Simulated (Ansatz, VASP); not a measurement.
# Pb: VASP beside Ansatz

```
Pb
1.0
     0.00000    2.54543    2.54543
     2.54543    0.00000    2.54543
     2.54543    2.54543    0.00000
Pb
1
Cartesian
  0.0000 0.0000 0.0000
```

Change from the starting cell: volume scaled by 1.03.

Alike in both runs: task single point; functional PBE; k mesh 13 × 13 × 13; occupations fermi-dirac, width 0.05 eV; no spin polarisation.

|  | VASP | Ansatz |
| --- | --- | --- |
| version | VASP 6.6.1 | Ansatz 0.2.0 |
| potentials or method | VASP PAW PBE potentials, release 64 (Pb_d), cutoff 520 eV | all-electron LAPW, scalar-relativistic |

VASP gave:

- pressure (GPa): -1.1

Q: Estimate Ansatz's values.

A: Pressure (GPa): -1.0.

Ansatz ran all-electron here, and VASP with PAW potentials.

Spin-orbit coupling is off throughout.
